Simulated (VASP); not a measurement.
A run of VASP 6.6.1:

INCAR

```
  ALGO = Normal
  EDIFF = 1E-8
  ENCUT = 520
  GGA = PE
  ISIF = 2
  ISMEAR = -1
  LASPH = T
  LCHARG = F
  LEFG = T
  LREAL = F
  LWAVE = F
  NBANDS = 19
  NELM = 80
  PREC = Accurate
  SIGMA = 0.08
```

KPOINTS

```
k-points
0
Gamma
  13 13 7
```

Contents of POSCAR:

```
Zr
1.0
    3.1772080069      0.0000000000      0.0000000000
   -1.5886040034      2.7515428470      0.0000000000
    0.0000000000      0.0000000000      5.0597458556
Zr
2
Direct
    0.3333333333      0.6666666667      0.2500000000
    0.6666666667      0.3333333333      0.7500000000
```

Potentials or basis: VASP PAW PBE potentials, release 64 (Zr_sv).

Command:

```sh
$ cat potpaw_PBE.64/Zr_sv/POTCAR > POTCAR
$ mpirun -np 1 vasp_std > vasp.out
```

Hardware: 1 thread of Intel(R) Xeon(R) Platinum 8488C (Sapphire Rapids), on a shared host.

Q: How long does it take, and how much memory?

A: Wall time 34 s on 1 thread of Intel(R) Xeon(R) Platinum 8488C (Sapphire Rapids) (shared host), peak memory 0.19 GiB. Counts: scf iterations 15, k points 84.
